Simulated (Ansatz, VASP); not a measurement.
## Two plane-wave programs on W

```xyz
1
Lattice="-1.5610 1.5610 1.5610 1.5610 -1.5610 1.5610 1.5610 1.5610 -1.5610" Properties=species:S:1:pos:R:3 pbc="T T T"
W     0.0000    0.0000    0.0000
```

Alike in both runs: task single point; functional PBE; dispersion D3(BJ); k mesh 13 × 13 × 13; no spin polarisation.

```csv
,VASP,Ansatz
version,VASP 6.6.1,Ansatz 0.2.0
potentials or method,"VASP PAW PBE potentials, release 64 (W_sv), cutoff 520 eV","plane waves, PAW"
occupations,"methfessel-paxton of order 1, width 0.1 eV",cold
valence electrons in the cell,14,14
```

Ansatz gave:

| Item | Value |
| --- | --- |
| pressure (GPa) | 12.1 |

Task: Estimate VASP's values.

Result: Pressure (GPa): 12.9.

Neither program's run includes spin-orbit coupling.
